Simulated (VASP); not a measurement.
Sc3BN2:

```
Sc B N
1.0
     4.85919    0.00000    0.00000
    -2.42959    4.20818    0.00000
     0.00000    0.00000    4.99211
Sc B N
3 1 2
Direct
  0.33333 0.66667 0.50000
  0.66667 0.33333 0.50000
  0.00000 0.00000 0.50000
  0.00000 0.00000 0.00000
  0.33333 0.66667 0.00000
  0.66667 0.33333 0.00000
```

* Program: VASP 6.6.1
* Task: relaxation of cell and atoms
* Functional: PBE
* Potentials or basis: VASP PAW PBE potentials, release 64 (Sc_sv, B, N)
* Cutoff: 600 eV
* k mesh: 6 × 6 × 4
* Occupations: gaussian, width 0.1 eV
* Spin: no spin polarisation

At the start: pressure -3.9 GPa; volume 17.01 Å³/atom.

Question: How do energy, volume and symmetry change on relaxing?

Answer: Over 9 steps the energy falls by 540.2 meV/atom and the volume is 19.35 Å³/atom (+13.7 %); space group P6/mmm (No. 191, to 0.05 Å).

Step by step:
| step | energy change (eV) | largest force (eV/Å) | pressure (GPa) | volume (Å³) |
| --- | --- | --- | --- | --- |
| 1 | 0.0000 | 0.0000 | -3.92 | 102.08 |
| 2 | -2.4226 | 0.0000 | 15.44 | 93.86 |
| 3 | -2.7370 | 0.0000 | 8.48 | 95.77 |
| 4 | -3.1475 | 0.0000 | 2.56 | 106.72 |
| 5 | -3.2263 | 0.0000 | -0.06 | 113.64 |
| 6 | -3.2307 | 0.0000 | -0.70 | 115.61 |
| 7 | -3.2307 | 0.0000 | -0.82 | 116.03 |
| 8 | -3.2342 | 0.0000 | 1.07 | 116.10 |
| 9 | -3.2413 | 0.0000 | 0.19 | 116.07 |

Final structure:
```
CELL_PARAMETERS angstrom
5.60793 0.00000 0.00000
-2.80396 4.85661 0.00000
0.00000 0.00000 4.26178
ATOMIC_POSITIONS crystal
Sc 0.33333 0.66667 0.50000
Sc 0.66667 0.33333 0.50000
Sc 0.00000 0.00000 0.50000
B 0.00000 0.00000 0.00000
N 0.33333 0.66667 0.00000
N 0.66667 0.33333 0.00000
```
